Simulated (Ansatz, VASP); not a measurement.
# One calculation of CdSe, two programs

The input INCAR:

```
PREC = Accurate ; ENCUT = 520
EDIFF = 1E-7 ; ISMEAR = -1
SIGMA = 0.03 ; LREAL = False
LASPH = True ; NELM = 60
ALGO = Normal ; ISIF = 2
LWAVE = False ; LCHARG = False
GGA = PE ; NBANDS = 16
```

Contents of KPOINTS:

```
Automatic mesh
0
Gamma
  8 8 8
```

Contents of POSCAR:

```
CdSe
1.0
    0.0614054240      3.1009739106      3.1009739106
    3.1009739106      0.0614054240      3.1009739106
    3.1009739106      3.1009739106      0.0614054240
Cd Se
1 1
Direct
    0.0000000000      0.0000000000      0.0000000000
    0.2500000000      0.2500000000      0.2500000000
```

Input for Ansatz:

```yaml
crystal:
  lattice:
    - [0.061405424, 3.1009739106, 3.1009739106]
    - [3.1009739106, 0.061405424, 3.1009739106]
    - [3.1009739106, 3.1009739106, 0.061405424]
  atoms:
    - { symbol: Cd, position: [0.0, 0.0, 0.0] }
    - { symbol: Se, position: [0.25, 0.25, 0.25] }
kpoints:
  mp_grid: { grid: [8, 8, 8] }
  band_path:
    path:
      - [0.0, 0.0, 0.0]
      - [-0.5, -0.5, -0.5]
      - [-0.5, -0.2451701269, -0.7548298731]
      - [-0.2451701269, 0.2451701269, -0.5]
      - [0.0, 0.0, -0.5]
      - [0.0, 0.0, 0.0]
      - [0.0, 0.3725850634, -0.3725850634]
      - [-0.3725850634, 0.0, -0.6274149366]
      - [-0.5, 0.0, -0.5]
    npoints: 5
scf:
  occupations: { method: fermi_dirac, width: 0.03 }
hamiltonian:
  xc: pbe
  pseudopotentials: { kind: all_electron, lapw: { basis_error: 0.001 } }
output:
  forces: true
  stress: true
  eigenvalues: true
```

Change from the starting cell: equal xy, yz and zx shear strains of +2 %.

Alike in both runs: task single point; functional PBE; k mesh 8 × 8 × 8; occupations fermi-dirac, width 0.03 eV; no spin polarisation.

```csv
,VASP,Ansatz
version,VASP 6.6.1,Ansatz 0.2.0
potentials or method,"VASP PAW PBE potentials, release 64 (Cd, Se), cutoff 520 eV","all-electron LAPW, scalar-relativistic"
```

|  | VASP | Ansatz | Ansatz less VASP |
| --- | --- | --- | --- |
| pressure (GPa) | 1.7 | 1.4 | -0.26 |
| traceless stress, the component that is largest in VASP (GPa) | -0.82 | -0.80 | +0.019 |
| rms of the force components (eV/Å) | 0.109 | 0.105 | -0.0044 |

Atom by atom the forces differ by 0.004 eV/Å (rms over components). Ansatz ran all-electron here, and VASP with PAW potentials.
